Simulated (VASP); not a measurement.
A run of VASP 6.6.1:

The input INCAR:

```
SYSTEM = BAs
PREC = Accurate
ENCUT = 520
EDIFF = 1E-6
ISMEAR = -1
SIGMA = 0.02
LREAL = .False.
LASPH = .True.
NELM = 60
ALGO = Normal
ISIF = 2
LWAVE = .False.
LCHARG = .False.
GGA = PE
NBANDS = 11
```

KPOINTS

```
regular mesh
0
Gamma
  10 10 10
  0 0 0
```

The input POSCAR:

```
BAs
1.0
    0.0000000000      2.3717759166      2.3717759166
    2.3717759166      0.0000000000      2.3717759166
    2.3717759166      2.3717759166      0.0000000000
B As
1 1
Direct
    0.0000000000      0.0000000000      0.0000000000
    0.2500000000      0.2500000000      0.2500000000
```

Potentials or basis: VASP PAW PBE potentials, release 64 (B, As).

Command:

```console
$ cat potpaw_PBE.64/B/POTCAR potpaw_PBE.64/As/POTCAR > POTCAR
$ mpirun -np 1 vasp_std > vasp.out
```

Hardware: 1 thread of AMD EPYC 7R43 64-Core Processor (Zen 3) (shared host).

**Question.** Estimate the wall time of this run.

**Answer.** It took 30 s on 1 thread of AMD EPYC 7R43 64-Core Processor (Zen 3) (shared host), peak memory 0.12 GiB. Counts: scf iterations 12, k points 47.
